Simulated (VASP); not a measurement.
# Te2Mo in VASP: notebook

Runs on Te2Mo. Level: PBEsol. Tasks: single point.

Program: VASP 6.6.1. These are calculated values, not measurements. Logs are shortened: lines on timing, memory, paths and dates and some standing lists are left out, and cuts for length are marked.

**1. The cell of the first run**

The cell holds a slab with vacuum, 3 atoms: a = 3.386 Å, b = 3.386 Å, c = 17.842 Å, α = 90.00°, β = 90.00°, γ = 120.00°.

**2. Single point, PBEsol**

File INCAR:

```
PREC = Accurate
ENCUT = 520
EDIFF = 1E-7
ISMEAR = 0
SIGMA = 0.02
LREAL = F
LASPH = T
NELM = 100
ALGO = Normal
ISIF = 2
LWAVE = F
LCHARG = T
GGA = PS
LELF = T
LVHAR = T
NBANDS = 20
```

File KPOINTS:

```
regular mesh
0
Gamma
  12 12 2
```

File POSCAR:

```
Te2Mo
1.0
    3.3863427868      0.0000000000      0.0000000000
   -1.6931713934      2.9326588793      0.0000000000
    0.0000000000      0.0000000000     17.8419274106
Te Mo
2 1
Direct
    0.3333333333      0.6666666667      0.8965543980
    0.3333333333      0.6666666667      0.1034456020
    0.0000000000      0.0000000000      0.0000000000
```

Potentials or basis: VASP PAW PBE potentials, release 64 (Te, Mo_sv).

On the command line:

```console
$ cat potpaw_PBE.64/Te/POTCAR potpaw_PBE.64/Mo_sv/POTCAR > POTCAR
$ mpirun -np 1 vasp_std > vasp.out
```

OUTCAR:

```text
PREC = Accurate
   ENCUT = 520
   EDIFF = 1E-7
   ISMEAR = 0
   LREAL = F
   LASPH = T
   NELM = 100
   ISIF = 2
   GGA = PS

 ion  position               nearest neighbor table
   1  0.333  0.667  0.897-   3 2.69   3 2.69   3 2.69
   2  0.333  0.667  0.103-   3 2.69   3 2.69   3 2.69
   3  0.000  0.000  0.000-   1 2.69   2 2.69   1 2.69   2 2.69   1 2.69   2 2.69

  LATTYP: Found a hexagonal cell.
 ALAT       =     3.3863427868
 C/A-ratio  =     5.2687895272

  Lattice vectors:

 A1 = (   3.3863427868,   0.0000000000,   0.0000000000)
 A2 = (  -1.6931713934,   2.9326588793,   0.0000000000)
 A3 = (   0.0000000000,   0.0000000000,  17.8419274106)

Analysis of symmetry for initial positions (statically):
=====================================================================
 Subroutine PRICEL returns:
 Original cell was already a primitive cell.

 Routine SETGRP: Setting up the symmetry group for a
 hexagonal supercell.

 Subroutine GETGRP returns: Found 12 space group operations
 (whereof 12 operations were pure point group operations)
 out of a pool of 24 trial point group operations.

The static configuration has the point symmetry D_3h.

Analysis of symmetry for dynamics (positions and initial velocities):
=====================================================================
 Subroutine PRICEL returns:
 Original cell was already a primitive cell.

 Routine SETGRP: Setting up the symmetry group for a
 hexagonal supercell.

 Subroutine GETGRP returns: Found 12 space group operations
 (whereof 12 operations were pure point group operations)
 out of a pool of 24 trial point group operations.

The dynamic configuration has the point symmetry D_3h.

 Subroutine INISYM returns: Found 12 space group operations
 (whereof 12 operations are pure point group operations),
 and found     1 'primitive' translations

----------------------------------------------------------------------------------------

                                     Primitive cell

  volume of cell :     177.1880

  direct lattice vectors                    reciprocal lattice vectors
     3.386342787  0.000000000  0.000000000     0.295303832  0.170493747  0.000000000
    -1.693171393  2.932658879  0.000000000     0.000000000  0.340987493  0.000000000
     0.000000000  0.000000000 17.841927411     0.000000000  0.000000000  0.056047756

  length of vectors
     3.386342787  3.386342787 17.841927411     0.340987493  0.340987493  0.056047756

  position of ions in fractional coordinates (direct lattice)
     0.333333333  0.666666667  0.896554398
     0.333333333  0.666666667  0.103445602
     0.000000000  0.000000000  0.000000000

  ion indices of the primitive-cell ions
   primitive index   ion index
                 1           1
                 2           2
                 3           3

----------------------------------------------------------------------------------------

 KPOINTS: regular mesh

Automatic generation of k-mesh.
 Grid dimensions read from file:
 generate k-points for:   12   12    2

 Generating k-lattice:

  Cartesian coordinates                     Fractional coordinates (reciprocal lattice)
     0.024608653  0.014207812  0.000000000     0.083333333  0.000000000  0.000000000
     0.000000000  0.028415624  0.000000000     0.000000000  0.083333333  0.000000000
     0.000000000  0.000000000  0.028023878     0.000000000  0.000000000  0.500000000

  Length of vectors
     0.028415624  0.028415624  0.028023878

  Shift w.r.t. Gamma in fractional coordinates (k-lattice)
     0.000000000  0.000000000  0.000000000

 Subroutine IBZKPT returns following result:
 ===========================================

 Found     38 irreducible k-points:

 Following reciprocal coordinates:
            Coordinates               Weight
  0.000000  0.000000  0.000000      1.000000
  0.083333  0.000000  0.000000      6.000000
  0.166667  0.000000  0.000000      6.000000
  0.250000  0.000000  0.000000      6.000000
  0.333333  0.000000  0.000000      6.000000
  0.416667  0.000000  0.000000      6.000000
[... 16 lines left out ...]
  0.250000  0.000000  0.500000      6.000000
  0.333333  0.000000  0.500000      6.000000
 [... further k-points ...]
   k-points           NKPTS =     38   k-points in BZ     NKDIM =     38   number of bands    NBANDS=     20
   number of dos      NEDOS =    301   number of ions     NIONS =      3
   total plane-waves  NPLWV = 109760
   dimension x,y,z NGX =    28 NGY =   28 NGZ =  140
   dimension x,y,z NGXF=    56 NGYF=   56 NGZF=  280
   ions per type =               2   1
   NGX,Y,Z   is equivalent  to a cutoff of  13.75, 13.75, 13.04 a.u.
   NGXF,Y,Z  is equivalent  to a cutoff of  27.49, 27.49, 26.09 a.u.
 SYSTEM =  unknown system
   PREC   = accura    normal or accurate (medium, high low for compatibility)
   ISTART =      0    job   : 0-new  1-cont  2-samecut
   ICHARG =      2    charge: 1-file 2-atom 10-const
   ISPIN  =      1    spin polarized calculation?
   LNONCOLLINEAR =      F non collinear calculations
   LSORBIT =      F    spin-orbit coupling
   LASPH  =      T    aspherical Exc in radial PAW
   ENCUT  =  520.0 eV  38.22 Ry    6.18 a.u.   6.30  6.30 33.17*2*pi/ulx,y,z
   NELM   =    100;   NELMIN=  2; NELMDL= -5     # of ELM steps
   EDIFF  = 0.1E-06   stopping-criterion for ELM
   LREAL  =      F    real-space projection
   EDIFFG = 0.1E-05   stopping-criterion for IOM
   NSW    =      0    number of steps for IOM
   IBRION =     -1    ionic relax: 0-MD 1-quasi-New 2-CG
   NFREE  =      0    steps in history (QN), initial steepest desc. (CG)
   ISIF   =      2    stress and relaxation
   ISYM   =      2    0-nonsym 1-usesym 2-fastsym
   POTIM  = 0.5000    time-step for ionic-motion
   TEBEG  =    0.0;   TEEND  =   0.0 temperature during run
   PSTRESS=    0.0 pullay stress
   NELECT =      26.0000    total number of electrons
   NUPDOWN=      -1.0000    fix difference up-down
   EMIN   =  10.00;   EMAX   =-10.00  energy-range for DOS
   EFERMI =   0.00;   METHOD = LEGACY
   ISMEAR =     0;   SIGMA  =   0.02  broadening in eV -4-tet -1-fermi 0-gaus
   EFERMI_NEDOS =   21; number of points for ismear=-14 and -15
   IALGO  =     38    algorithm
   IMIX   =      4    mixing-type and parameters
     AMIX     =   0.40;   BMIX     =  1.00
     AMIX_MAG =   1.60;   BMIX_MAG =  1.00
  volume/ion in A,a.u.               =      59.06       398.57
  Fermi-wavevector in a.u.,A,eV,Ry     =   0.863484  1.631749 10.144578  0.745605
  Thomas-Fermi vector in A             =   1.981441
   LORBIT       =      0    0 simple, 1 ext, 2 COOP (PROOUT), +10 PAW based schemes
   GGA     = PS    functional components
   LHFCALC =     F    Hartree Fock is set to
   AEXX    =    0.0000 exact exchange contribution
   IVDW    =     0    specifies the selected vdW correction
   LEPSILON=     F    determine dielectric tensor
   LRPA    =     F    only Hartree local field effects (RPA)
 non-spin polarized calculation
 Gauss-broadening in eV      SIGMA  =   0.02
  energy-cutoff  :      520.00
  volume of cell :      177.19
 maximum number of plane-waves:      4806
 NGX is ok and might be reduce to    28
   NGX = 13   NGY = 13   NGZ = 67

 number of electron      25.9999998 magnetization

 Free energy of the ion-electron system (eV)
  ---------------------------------------------------
  ext. energy  EPLUGINS =         0.00000000
  ---------------------------------------------------
  free energy    TOTEN  =       -19.54323527 eV

  energy without entropy =      -19.54323527  energy(sigma->0) =      -19.54323527

 E-fermi :   0.8307     XC(G=0):  -4.9108

 val. band max:        0.6436177271   @ k =   0.5000   0.0000   0.5000
 cond. band min:       1.7339232192   @ k =   0.2500   0.1667   0.0000
 fundamental gap:      1.0903054921
 Fermi energy:         0.8307044112

 k-point     1 :       0.0000    0.0000    0.0000
  band No.  band energies     occupation
      1     -59.9066      2.00000
      2     -34.1885      2.00000
      3     -33.9297      2.00000
      4     -33.9297      2.00000
      5     -12.5805      2.00000
      6     -11.6796      2.00000
[... 12 lines left out ...]
     19       5.0987      0.00000
     20       6.0389      0.00000

 k-point     2 :       0.0833    0.0000    0.0000
  band No.  band energies     occupation
      1     -59.9055      2.00000
      2     -34.1855      2.00000
      3     -33.9431      2.00000
      4     -33.9328      2.00000
      5     -12.4673      2.00000
      6     -11.5974      2.00000
[... 12 lines left out ...]
     19       5.2306      0.00000
     20       6.1789      0.00000

 k-point     3 :       0.1667    0.0000    0.0000
  band No.  band energies     occupation
      1     -59.9025      2.00000
      2     -34.1776      2.00000
      3     -33.9794      2.00000
      4     -33.9412      2.00000
      5     -12.1363      2.00000
      6     -11.3570      2.00000
[... 12 lines left out ...]
     19       5.6101      0.00000
     20       6.4935      0.00000

 k-point     4 :       0.2500    0.0000    0.0000
  band No.  band energies     occupation
      1     -59.8983      2.00000
      2     -34.1667      2.00000
      3     -34.0286      2.00000
      4     -33.9527      2.00000
      5     -11.6162      2.00000
      6     -10.9811      2.00000
[... 12 lines left out ...]
     19       6.1904      0.00000
     20       6.9371      0.00000

 k-point     5 :       0.3333    0.0000    0.0000
  band No.  band energies     occupation
      1     -59.8941      2.00000
      2     -34.1557      2.00000
      3     -34.0773      2.00000
      4     -33.9642      2.00000
      5     -10.9717      2.00000
      6     -10.5243      2.00000
[... 12 lines left out ...]
     19       6.6352      0.00000
     20       6.6480      0.00000

 k-point     6 :       0.4167    0.0000    0.0000
  band No.  band energies     occupation
      1     -59.8910      2.00000
      2     -34.1477      2.00000
      3     -34.1127      2.00000
      4     -33.9725      2.00000
      5     -10.3529      2.00000
      6     -10.1058      2.00000
[... 12 lines left out ...]
     19       6.5018      0.00000
     20       6.9201      0.00000

 k-point     7 :       0.5000    0.0000    0.0000
  band No.  band energies     occupation
      1     -59.8899      2.00000
      2     -34.1448      2.00000
      3     -34.1256      2.00000
      4     -33.9756      2.00000
      5     -10.0681      2.00000
      6      -9.9242      2.00000
[... 12 lines left out ...]
     19       6.5297      0.00000
     20       7.2964      0.00000
[... 277 lines left out ...]
 k-point    20 :       0.0000    0.0000    0.5000
  band No.  band energies     occupation
      1     -59.9066      2.00000
      2     -34.1885      2.00000
      3     -33.9297      2.00000
      4     -33.9297      2.00000
      5     -12.5805      2.00000
      6     -11.6797      2.00000
[... 12 lines left out ...]
     19       4.8877      0.00000
     20       6.3385      0.00000

 k-point    21 :       0.0833    0.0000    0.5000
  band No.  band energies     occupation
      1     -59.9055      2.00000
      2     -34.1855      2.00000
      3     -33.9431      2.00000
      4     -33.9328      2.00000
      5     -12.4673      2.00000
      6     -11.5974      2.00000
[... 12 lines left out ...]
     19       5.0176      0.00000
     20       6.4630      0.00000

 k-point    22 :       0.1667    0.0000    0.5000
  band No.  band energies     occupation
      1     -59.9025      2.00000
      2     -34.1776      2.00000
      3     -33.9794      2.00000
      4     -33.9412      2.00000
      5     -12.1363      2.00000
      6     -11.3570      2.00000
[... 12 lines left out ...]
     19       5.3941      0.00000
     20       6.8262      0.00000

 k-point    23 :       0.2500    0.0000    0.5000
  band No.  band energies     occupation
      1     -59.8983      2.00000
      2     -34.1667      2.00000
      3     -34.0286      2.00000
      4     -33.9527      2.00000
      5     -11.6162      2.00000
      6     -10.9811      2.00000
[... 12 lines left out ...]
     19       5.9886      0.00000
     20       7.3176      0.00000

 k-point    24 :       0.3333    0.0000    0.5000
  band No.  band energies     occupation
      1     -59.8941      2.00000
      2     -34.1557      2.00000
      3     -34.0773      2.00000
      4     -33.9642      2.00000
      5     -10.9717      2.00000
      6     -10.5243      2.00000
[... 12 lines left out ...]
     19       6.5879      0.00000
     20       6.6462      0.00000

 [... further k-points ...]
[... 5 lines left out ...]
  --------------------------------------------------------------------------------------
  -------------------------------------------------------------------------------------
  Total        2.4029237      2.4029237      0.0926528      0.0000000      0.0000000      0.0000000
  in kB       21.7278283     21.7278283      0.8377896      0.0000000      0.0000000      0.0000000
  external PRESSURE =      14.7644821 kB  Pullay stress =       0.0000000 kB

 VOLUME and BASIS-vectors are now :
 -----------------------------------------------------------------------------
  energy-cutoff  :      520.00
  volume of cell :      177.19
      direct lattice vectors                 reciprocal lattice vectors
     3.386342787  0.000000000  0.000000000     0.295303832  0.170493747  0.000000000
    -1.693171393  2.932658879  0.000000000     0.000000000  0.340987493  0.000000000
     0.000000000  0.000000000 17.841927411     0.000000000  0.000000000  0.056047756

 POSITION                                       TOTAL-FORCE (eV/Angst)
 -----------------------------------------------------------------------------------
     -0.00000      1.95511     15.99626         0.000000      0.000000     -0.028301
     -0.00000      1.95511      1.84567        -0.000000      0.000000      0.028301
      0.00000      0.00000      0.00000        -0.000000     -0.000000     -0.000000
 -----------------------------------------------------------------------------------
    total drift:                                0.000000     -0.000000     -0.000000

  FREE ENERGIE OF THE ION-ELECTRON SYSTEM (eV)
  ---------------------------------------------------
  free  energy   TOTEN  =       -19.5432352749 eV

  energy  without entropy=      -19.5432352749  energy(sigma->0) =      -19.54323527
```

Wall time 4.1 min (1 thread of Intel Xeon Platinum 8259CL at 2.50GHz (Skylake/Cascade Lake), shared host); peak memory 0.38 GiB.

What came out:

```yaml
Free_energy: -19.5432 eV
Largest_force: 0.028 eV/Å
Band_gap_on_the_k_mesh: 1.09 eV, indirect (least direct gap 1.49 eV)
```

Forces in eV/Å, atoms in the order of the input:
```
Te   0.000  0.000 -0.028
Te   0.000  0.000  0.028
Mo   0.000  0.000  0.000
```

Levels at points of the mesh, in eV from the valence-band top:
```
           k point  band 11  band 12  band 13  band 14  band 15  band 16
(0.00, 0.00, 0.00)    -1.01    -0.72    -0.72     3.56     3.56     3.84
(0.50, 0.00, 0.00)    -2.05    -0.96     0.00     1.73     1.82     3.30
(0.00, 0.00, 0.50)    -1.01    -0.72    -0.72     3.56     3.56     3.84
(0.50, 0.00, 0.50)    -2.05    -0.96     0.00     1.73     1.82     3.30
```

Caveat: the PAW data sets were made with another functional, which shifts forces and pressure a little; spin-orbit coupling is left out, which moves the levels of the heavy elements.

(Part 1 of 2 ends here.)
